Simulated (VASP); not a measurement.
# Ta (Im-3m) in VASP: notebook, part 2 of 2

VASP 6.6.1.

## Step 4: Single point, PBEsol

This run uses another cell than the first one, of 19.45 Å³/atom, 1.080 times its volume.

Contents of INCAR:

```
  PREC = Accurate
  ENCUT = 520
  EDIFF = 1E-7
  ISMEAR = 1
  SIGMA = 0.3
  LREAL = F
  LASPH = T
  NELM = 80
  ALGO = Normal
  ISIF = 2
  LWAVE = F
  LCHARG = T
  GGA = PS
  LELF = T
  LVHAR = T
  NBANDS = 12
```

Contents of KPOINTS:

```
regular mesh
0
Gamma
  10 10 10
```

Contents of POSCAR:

```
Ta
1.0
   -1.6941894487      1.6941894487      1.6941894487
    1.6941894487     -1.6941894487      1.6941894487
    1.6941894487      1.6941894487     -1.6941894487
Ta
1
Direct
    0.0000000000      0.0000000000      0.0000000000
```

Potentials or basis: VASP PAW PBE potentials, release 64 (Ta_pv).

Run with:

```sh
cat potpaw_PBE.64/Ta_pv/POTCAR > POTCAR
mpirun -np 1 vasp_std > vasp.out
```

OUTCAR:

```text
PREC = Accurate
   ENCUT = 520
   EDIFF = 1E-7
   ISMEAR = 1
   LREAL = F
   LASPH = T
   NELM = 80
   ISIF = 2
   GGA = PS

 ion  position               nearest neighbor table
   1  0.000  0.000  0.000-

  LATTYP: Found a body centered cubic cell.
 ALAT       =     3.3883788974

  Lattice vectors:

 A1 = (  -1.6941894487,   1.6941894487,   1.6941894487)
 A2 = (   1.6941894487,  -1.6941894487,   1.6941894487)
 A3 = (   1.6941894487,   1.6941894487,  -1.6941894487)

Analysis of symmetry for initial positions (statically):
=====================================================================
 Subroutine PRICEL returns:
 Original cell was already a primitive cell.

 Routine SETGRP: Setting up the symmetry group for a
 body centered cubic supercell.

 Subroutine GETGRP returns: Found 48 space group operations
 (whereof 48 operations were pure point group operations)
 out of a pool of 48 trial point group operations.

The static configuration has the point symmetry O_h .

Analysis of symmetry for dynamics (positions and initial velocities):
=====================================================================
 Subroutine PRICEL returns:
 Original cell was already a primitive cell.

 Routine SETGRP: Setting up the symmetry group for a
 body centered cubic supercell.

 Subroutine GETGRP returns: Found 48 space group operations
 (whereof 48 operations were pure point group operations)
 out of a pool of 48 trial point group operations.

The dynamic configuration has the point symmetry O_h .

 Subroutine INISYM returns: Found 48 space group operations
 (whereof 48 operations are pure point group operations),
 and found     1 'primitive' translations

----------------------------------------------------------------------------------------

                                     Primitive cell

  volume of cell :      19.4512

  direct lattice vectors                    reciprocal lattice vectors
    -1.694189449  1.694189449  1.694189449     0.000000000  0.295126381  0.295126381
     1.694189449 -1.694189449  1.694189449     0.295126381  0.000000000  0.295126381
     1.694189449  1.694189449 -1.694189449     0.295126381  0.295126381  0.000000000

  length of vectors
     2.934422203  2.934422203  2.934422203     0.417371730  0.417371730  0.417371730

  position of ions in fractional coordinates (direct lattice)
     0.000000000  0.000000000  0.000000000

  ion indices of the primitive-cell ions
   primitive index   ion index
                 1           1

----------------------------------------------------------------------------------------

 KPOINTS: regular mesh

Automatic generation of k-mesh.
 Grid dimensions read from file:
 generate k-points for:   10   10   10

 Generating k-lattice:

  Cartesian coordinates                     Fractional coordinates (reciprocal lattice)
     0.000000000  0.029512638  0.029512638     0.100000000  0.000000000  0.000000000
     0.029512638  0.000000000  0.029512638     0.000000000  0.100000000  0.000000000
     0.029512638  0.029512638  0.000000000     0.000000000  0.000000000  0.100000000

  Length of vectors
     0.041737173  0.041737173  0.041737173

  Shift w.r.t. Gamma in fractional coordinates (k-lattice)
     0.000000000  0.000000000  0.000000000

 Subroutine IBZKPT returns following result:
 ===========================================

 Found     47 irreducible k-points:

 Following reciprocal coordinates:
            Coordinates               Weight
  0.000000  0.000000  0.000000      1.000000
  0.100000  0.000000  0.000000     12.000000
  0.200000  0.000000  0.000000     12.000000
  0.300000  0.000000  0.000000     12.000000
  0.400000  0.000000  0.000000     12.000000
  0.500000  0.000000  0.000000      6.000000
[... 16 lines left out ...]
  0.300000  0.300000  0.100000      8.000000
 -0.300000  0.300000  0.100000     24.000000
 [... further k-points ...]
   k-points           NKPTS =     47   k-points in BZ     NKDIM =     47   number of bands    NBANDS=     12
   number of dos      NEDOS =    301   number of ions     NIONS =      1
   total plane-waves  NPLWV =  13824
   dimension x,y,z NGX =    24 NGY =   24 NGZ =   24
   dimension x,y,z NGXF=    48 NGYF=   48 NGZF=   48
   ions per type =               1
   NGX,Y,Z   is equivalent  to a cutoff of  13.60, 13.60, 13.60 a.u.
   NGXF,Y,Z  is equivalent  to a cutoff of  27.19, 27.19, 27.19 a.u.
 SYSTEM =  unknown system
   PREC   = accura    normal or accurate (medium, high low for compatibility)
   ISTART =      0    job   : 0-new  1-cont  2-samecut
   ICHARG =      2    charge: 1-file 2-atom 10-const
   ISPIN  =      1    spin polarized calculation?
   LNONCOLLINEAR =      F non collinear calculations
   LSORBIT =      F    spin-orbit coupling
   LASPH  =      T    aspherical Exc in radial PAW
   ENCUT  =  520.0 eV  38.22 Ry    6.18 a.u.   5.46  5.46  5.46*2*pi/ulx,y,z
   NELM   =     80;   NELMIN=  2; NELMDL= -5     # of ELM steps
   EDIFF  = 0.1E-06   stopping-criterion for ELM
   LREAL  =      F    real-space projection
   EDIFFG = 0.1E-05   stopping-criterion for IOM
   NSW    =      0    number of steps for IOM
   IBRION =     -1    ionic relax: 0-MD 1-quasi-New 2-CG
   NFREE  =      0    steps in history (QN), initial steepest desc. (CG)
   ISIF   =      2    stress and relaxation
   ISYM   =      2    0-nonsym 1-usesym 2-fastsym
   POTIM  = 0.5000    time-step for ionic-motion
   TEBEG  =    0.0;   TEEND  =   0.0 temperature during run
   PSTRESS=    0.0 pullay stress
   NELECT =      11.0000    total number of electrons
   NUPDOWN=      -1.0000    fix difference up-down
   EMIN   =  10.00;   EMAX   =-10.00  energy-range for DOS
   EFERMI =   0.00;   METHOD = LEGACY
   ISMEAR =     1;   SIGMA  =   0.30  broadening in eV -4-tet -1-fermi 0-gaus
   EFERMI_NEDOS =   21; number of points for ismear=-14 and -15
   IALGO  =     38    algorithm
   IMIX   =      4    mixing-type and parameters
     AMIX     =   0.40;   BMIX     =  1.00
     AMIX_MAG =   1.60;   BMIX_MAG =  1.00
  volume/ion in A,a.u.               =      19.45       131.26
  Fermi-wavevector in a.u.,A,eV,Ry     =   1.353808  2.558326 24.936706  1.832796
  Thomas-Fermi vector in A             =   2.481032
   LORBIT       =      0    0 simple, 1 ext, 2 COOP (PROOUT), +10 PAW based schemes
   GGA     = PS    functional components
   LHFCALC =     F    Hartree Fock is set to
   AEXX    =    0.0000 exact exchange contribution
   IVDW    =     0    specifies the selected vdW correction
   LEPSILON=     F    determine dielectric tensor
   LRPA    =     F    only Hartree local field effects (RPA)
 non-spin polarized calculation
 Methfessel and Paxton  Order N= 1 SIGMA  =   0.30
  energy-cutoff  :      520.00
  volume of cell :       19.45
 maximum number of plane-waves:       543
 NGX is ok and might be reduce to    24
   NGX = 11   NGY = 11   NGZ = 11

 number of electron      10.9999999 magnetization

 Free energy of the ion-electron system (eV)
  ---------------------------------------------------
  ext. energy  EPLUGINS =         0.00000000
  ---------------------------------------------------
  free energy    TOTEN  =       -12.45442774 eV

  energy without entropy =      -12.46331342  energy(sigma->0) =      -12.45738964

 E-fermi :   4.7080     XC(G=0): -12.3430

 val. band max:        4.6687848126   @ k =   0.4000   0.2000   0.0000
 cond. band min:       4.8456962688   @ k =   0.1000   0.1000   0.0000
 fundamental gap:      0.1769114562
 Fermi energy:         4.7079916746

 k-point     1 :       0.0000    0.0000    0.0000
  band No.  band energies     occupation
      1     -28.6365      2.00000
      2     -28.6365      2.00000
      3     -28.6365      2.00000
      4      -2.9060      2.00000
      5       5.4175     -0.00414
      6       5.4175     -0.00414
      7       5.4175     -0.00414
      8       8.4214     -0.00000
      9       8.4214     -0.00000
     10      19.0757      0.00000
     11      19.4030      0.00000
     12      19.4030      0.00000

 k-point     2 :       0.1000    0.0000    0.0000
  band No.  band energies     occupation
      1     -28.7295      2.00000
      2     -28.6658      2.00000
      3     -28.6368      2.00000
      4      -2.5038      2.00000
      5       5.1688     -0.05204
      6       5.3288     -0.01270
      7       5.8119     -0.00000
      8       8.0737     -0.00000
      9       8.4285     -0.00000
     10      19.0751      0.00000
     11      19.7237      0.00000
     12      20.1101      0.00000
[... 316 lines left out ...]
 k-point    24 :      -0.3000    0.3000    0.1000
  band No.  band energies     occupation
      1     -29.2348      2.00000
      2     -28.8668      2.00000
      3     -28.7081      2.00000
      4       0.2160      2.00000
      5       4.3377      2.07089
      6       4.3957      2.05774
      7       7.1106     -0.00000
      8       8.5754     -0.00000
      9       9.2357     -0.00000
     10      17.9969      0.00000
     11      19.0855      0.00000
     12      20.3763      0.00000

 [... further k-points ...]
[... 5 lines left out ...]
  --------------------------------------------------------------------------------------
  -------------------------------------------------------------------------------------
  Total       -1.9557819     -1.9557819     -1.9557819      0.0000000      0.0000000      0.0000000
  in kB     -161.0961242   -161.0961242   -161.0961242      0.0000000      0.0000000      0.0000000
  external PRESSURE =    -161.0961242 kB  Pullay stress =       0.0000000 kB

 VOLUME and BASIS-vectors are now :
 -----------------------------------------------------------------------------
  energy-cutoff  :      520.00
  volume of cell :       19.45
      direct lattice vectors                 reciprocal lattice vectors
    -1.694189449  1.694189449  1.694189449     0.000000000  0.295126381  0.295126381
     1.694189449 -1.694189449  1.694189449     0.295126381  0.000000000  0.295126381
     1.694189449  1.694189449 -1.694189449     0.295126381  0.295126381  0.000000000

 POSITION                                       TOTAL-FORCE (eV/Angst)
 -----------------------------------------------------------------------------------
      0.00000      0.00000      0.00000        -0.000000      0.000000      0.000000
 -----------------------------------------------------------------------------------
    total drift:                               -0.000000      0.000000      0.000000

  FREE ENERGIE OF THE ION-ELECTRON SYSTEM (eV)
  ---------------------------------------------------
  free  energy   TOTEN  =       -12.4544277447 eV

  energy  without entropy=      -12.4633134207  energy(sigma->0) =      -12.45738964
```

OSZICAR:

```text
N       E                     dE             d eps       ncg     rms          rms(c)
DAV:   1     0.608452298106E+02    0.60845E+02   -0.60863E+03  1128   0.868E+02
DAV:   2    -0.119092163577E+02   -0.72754E+02   -0.71056E+02  1264   0.240E+02
DAV:   3    -0.130392102373E+02   -0.11300E+01   -0.11172E+01  1344   0.283E+01
DAV:   4    -0.130430984580E+02   -0.38882E-02   -0.38880E-02  1256   0.177E+00
DAV:   5    -0.130431137471E+02   -0.15289E-04   -0.15289E-04  1388   0.106E-01    0.121E+01
DAV:   6    -0.125882528518E+02    0.45486E+00   -0.36745E-01  1344   0.635E+00    0.555E+00
DAV:   7    -0.124560959469E+02    0.13216E+00   -0.30324E-01  1300   0.529E+00    0.362E-01
DAV:   8    -0.124544683323E+02    0.16276E-02   -0.84091E-03  1312   0.733E-01    0.122E-01
DAV:   9    -0.124544311515E+02    0.37181E-04   -0.13105E-04  1312   0.108E-01    0.233E-02
DAV:  10    -0.124544275555E+02    0.35960E-05   -0.39368E-06  1284   0.190E-02    0.202E-03
DAV:  11    -0.124544277966E+02   -0.24106E-06   -0.15647E-07  1000   0.461E-03    0.367E-04
DAV:  12    -0.124544277447E+02    0.51845E-07   -0.67699E-09   752   0.901E-04
   1 F= -.12454428E+02 E0= -.12457390E+02  d E =0.888568E-02
```

stdout:

```text
POSCAR found type information on POSCAR Ta
 POSCAR found :  1 types and       1 ions
 scaLAPACK will be used
 -----------------------------------------------------------------------------
|                                                                             |
|                                                                             |
|     You enforced a specific xc type in the INCAR file but a different       |
|     I HOPE YOU KNOW WHAT YOU ARE DOING!                                     |
|                                                                             |
 -----------------------------------------------------------------------------

 LDA part: xc-table for (Slater+PW92), standard interpolation
 POSCAR, INCAR and KPOINTS ok, starting setup
 FFT: planning ... GRIDC
 FFT: planning ... GRID_SOFT
 FFT: planning ... GRID
 WAVECAR not read
 entering main loop
```

Run time: 6.9 s. Hardware: 1 thread of Intel Xeon Platinum 8124M at 3.00GHz (Skylake/Cascade Lake), shared host; peak memory 0.14 GiB.

What came out:

```
Free energy : -12.4544 eV
Pressure    : -16.1 GPa
```

Levels at points of the mesh, in eV from the Fermi level:
```
           k point  band 1  band 2  band 3  band 4  band 5  band 6  band 7  band 8  band 9  band 10
(0.00, 0.00, 0.00)  -33.34  -33.34  -33.34   -7.61    0.71    0.71    0.71    3.71    3.71    14.37
(0.50, 0.00, 0.00)  -34.26  -33.64  -33.35   -4.05   -1.34    1.31    3.55    4.49    7.07    10.50
(0.50, 0.50, 0.50)  -33.99  -33.99  -33.99   -3.37   -3.37    6.22    6.22    6.22    8.00     8.00
```

Caveat: the PAW data sets were made with another functional, which shifts forces and pressure a little; spin-orbit coupling is left out, which moves the levels of the heavy elements.

## Step 5: The runs side by side

```csv
cell,gap on the mesh (eV),pressure (GPa)
"a = 2.860 Å, angles 109.5°, 1 atom",none,-2.4
"a = 2.898 Å, angles 109.5°, 1 atom",none,-9.9
"a = 2.934 Å, angles 109.5°, 1 atom",none,-16.1
```

Alike in all rows: task single point; level PBEsol; potentials or basis VASP PAW PBE potentials, release 64 (Ta_pv); no spin polarisation; k mesh 10 × 10 × 10; cutoff (eV) 520; smearing methfessel-paxton 0.3 eV.

Caveats: the PAW data sets were made with another functional, which shifts forces and pressure a little; spin-orbit coupling is left out, which moves the levels of the heavy elements.

Total energies depend on the potentials used, so only differences within one code and one set of settings carry meaning.
